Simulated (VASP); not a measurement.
Set up this calculation in VASP 6.6.1, as the native input.

```yaml
Task: relaxation of the atoms
Functional: LDA
Potentials_or_basis: VASP PAW LDA potentials, release 64 (Mg, S)
Cutoff: 520 eV
k_mesh: 6 × 6 × 6
Occupations: gaussian, width 0.02 eV
Spin: no spin polarisation
Dipole_correction: no
Further_INCAR_settings: ALGO = Normal; EDIFF = 1e-07; IBRION = 2; EDIFFG = -0.002; NSW = 60
```

The structure of MgS (lda) lies in POSCAR:

```
MgS
1.0
    0.0000000000      2.5908405861      2.5518083098
    2.5908405861      0.0000000000      2.5518083098
    2.5908405861      2.5908405861      0.0000000000
Mg S
1 1
Direct
    0.0000000000      0.0000000000      0.0000000000
    0.5000000000      0.5000000000      0.5000000000
```

This cell differs from its parent crystal: strained cell.

One way to write it, as run:

INCAR

```
SYSTEM = MgS
PREC = Accurate ; ENCUT = 520
EDIFF = 1E-7 ; ISMEAR = 0
SIGMA = 0.02 ; LREAL = .False.
LASPH = .True. ; NELM = 120
ALGO = Normal ; ISIF = 2
LWAVE = .False. ; LCHARG = .False.
IBRION = 2 ; NSW = 60
EDIFFG = -0.002 ; GGA_COMPAT = .False.
NELMIN = 4
```

KPOINTS

```
regular mesh
0
Gamma
  6 6 6
  0 0 0
```

Potentials or basis: VASP PAW LDA potentials, release 64 (Mg, S).

Command:

```bash
$ cat potpaw_LDA.64/Mg/POTCAR potpaw_LDA.64/S/POTCAR > POTCAR
$ mpirun -np 1 vasp_std > vasp.out
```

It gave:

```json
{"Pressure after relaxing": "-1.8 GPa", "Band gap on the k mesh": "2.54 eV, indirect (least direct gap 3.69 eV)"}
```

Caveat: the cell differs from its parent crystal (strained cell); the relaxation stopped at its first step, so nothing moved.

Wall time 6.5 s on 1 thread of Intel Xeon 6975P-C, with other jobs on the host, peak memory 0.14 GiB.
